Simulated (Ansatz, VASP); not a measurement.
**One calculation of Si, two programs**

```xyz
1
Lattice="-1.5228 1.5228 1.5228 1.5228 -1.5228 1.5228 1.5228 1.5228 -1.5228" Properties=species:S:1:pos:R:3 pbc="T T T"
Si    0.0000    0.0000    0.0000
```

Alike in both runs: functional r2SCAN; k mesh 26 × 26 × 26; occupations gaussian, width 0.1 eV; no spin polarisation.

Ansatz relaxed the structure, and its values are those at the end. VASP's run is a single point on that final structure, the one shown.

```csv
,VASP,Ansatz
version,VASP 6.6.1,Ansatz 0.2.0
potentials or method,"VASP PAW PBE potentials, release 64 (Si), cutoff 520 eV","scalar-relativistic, plane waves, PAW"
valence electrons in the cell,4,4
```

Ansatz gave:

```
gap on the k mesh at the Fermi level (eV) : none
pressure (GPa)                            : 0.0
```

Problem. Estimate VASP's values.

Solution. gap on the k mesh at the Fermi level (eV): none; pressure (GPa): 0.1.

VASP's potentials were made for PBE, not for r2SCAN. A gap of «none» marks a metal or a gap that the smearing closes. With one functional, cell and mesh, what is left measures potentials, basis and numerics.
